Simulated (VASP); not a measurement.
Here is a VASP 6.6.1 calculation.

Contents of INCAR:

```
SYSTEM = BaZnSbF
PREC     = Accurate       ! precision mode
ENCUT    = 520            ! plane-wave cutoff, eV
EDIFF    = 1E-7           ! SCF threshold, eV
ISMEAR   = -1             ! smearing method
SIGMA    = 0.1            ! smearing width, eV
LREAL    = .FALSE.        ! projectors in reciprocal space
LASPH    = .TRUE.         ! aspherical terms in the spheres
NELM     = 80             ! most SCF steps
ALGO     = Normal         ! electronic algorithm
ISIF     = 2              ! what is computed and relaxed
LWAVE    = .FALSE.        ! write WAVECAR
LCHARG   = .TRUE.         ! write CHGCAR
GGA      = PS             ! functional
LELF     = .TRUE.         ! ELF
LVHAR    = .TRUE.       
NBANDS   = 44             ! bands
```

The input KPOINTS:

```
regular mesh
0
G
  4 4 2
  0 0 0
```

The input POSCAR:

```
BaZnSbF
1.0
    4.4383500000      0.0000000000      0.0000000000
    0.0000000000      4.4383500000      0.0000000000
    0.0000000000      0.0000000000      9.7789100000
Ba Zn Sb F
2 2 2 2
Direct
    0.0000000000      0.5000000000      0.3507900000
    0.5000000000      0.0000000000      0.6492100000
    0.5000000000      0.5000000000      0.0000000000
    0.0000000000      0.0000000000      0.0000000000
    0.5000000000      0.0000000000      0.1660400000
    0.0000000000      0.5000000000      0.8339600000
    0.5000000000      0.5000000000      0.5000000000
    0.0000000000      0.0000000000      0.5000000000
```

Potentials or basis: VASP PAW PBE potentials, release 64 (Ba_sv, Zn, Sb, F).

The run is started by

```sh
$ cat potpaw_PBE.64/Ba_sv/POTCAR potpaw_PBE.64/Zn/POTCAR potpaw_PBE.64/Sb/POTCAR potpaw_PBE.64/F/POTCAR > POTCAR
$ mpirun -np 1 vasp_std > vasp.out
```

**Question.** Predict the pressure.

**Answer.** -0.8 GPa.

**Question.** Estimate the largest force.

**Answer.** 0.134 eV/Å.

Stress tensor (GPa, compression positive):
```
-0.57  0.00  0.00
 0.00 -0.57  0.00
 0.00  0.00 -1.22
```

Caveat: the PAW data sets were made with another functional, which shifts forces and pressure a little.
